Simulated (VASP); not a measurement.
Si: relaxation of cell and atoms with PBE

The system is Si.

```
CELL_PARAMETERS angstrom
0.00000 3.17595 3.17595
3.17595 0.00000 3.17595
3.17595 3.17595 0.00000
ATOMIC_POSITIONS crystal
Si 0.25000 0.25000 0.25000
Si 0.50000 0.50000 0.50000
Si 0.75000 0.75000 0.75000
```

The cell was built from a structure type or drawn by symmetry, and may not be a known phase.

```json
{
  "Program": "VASP 6.6.1",
  "Task": "relaxation of cell and atoms",
  "Functional": "PBE",
  "Potentials or basis": "VASP PAW PBE potentials, release 64 (Si)",
  "Cutoff": "600 eV",
  "k mesh": "6 × 6 × 6",
  "Occupations": "gaussian, width 0.1 eV",
  "Spin": "no spin polarisation",
  "Dipole correction": "no",
  "Further INCAR settings": "ALGO = Normal; EDIFF = 1e-07; IBRION = 2; EDIFFG = -0.04; NSW = 90; ISIF = 3"
}
```

* Relaxed volume: 16.61 Å³/atom
* Relaxed cell: a = 4.130 Å, b = 4.130 Å, c = 4.130 Å, α = 60.00°, β = 60.00°, γ = 60.00°
* Space group after relaxing (to 0.1 Å): Fm-3m (No. 225)
* Energy gained by relaxing: 205.5 meV/atom
* Ionic steps: 3
* Pressure after relaxing: 0.1 GPa
* Band gap on the k mesh: zero (bands 6 and 7 overlap by 3.01 eV)

The path:
| step | energy change (eV) | largest force (eV/Å) | pressure (GPa) | volume (Å³) |
| --- | --- | --- | --- | --- |
| 1 | 0.0000 | 0.0000 | -10.89 | 64.07 |
| 2 | -0.6033 | 0.0000 | -2.55 | 51.53 |
| 3 | -0.6166 | 0.0000 | 0.13 | 49.82 |

Final structure:
```yaml
crystal:
  lattice:
    - [0.00000, 2.92049, 2.92049]
    - [2.92049, 0.00000, 2.92049]
    - [2.92049, 2.92049, 0.00000]
  atoms:
    - { symbol: Si, position: [0.25000, 0.25000, 0.25000] }
    - { symbol: Si, position: [0.50000, 0.50000, 0.50000] }
    - { symbol: Si, position: [0.75000, 0.75000, 0.75000] }
```

Levels at points of the mesh, in eV from the Fermi level:
```
           k point  band 2  band 3  band 4  band 5  band 6  band 7  band 8  band 9  band 10
(0.00, 0.00, 0.00)   -1.97   -1.82   -1.82   -1.82   -1.44   -1.44   -1.44    0.77     4.16
(0.50, 0.00, 0.00)   -9.62   -3.24   -3.24   -3.10   -1.07   -1.07    1.13    6.01     6.01
(0.50, 0.50, 0.00)   -9.43   -5.96   -5.21   -5.21   -1.72    4.65    4.65    6.90     6.90
```

Wall time 48 s on 1 thread of Intel Xeon 8259CL, with other jobs on the host, peak memory 0.2 GiB.

Caveat: the volume moved by over 15 % at a fixed basis, so the end points are rough.
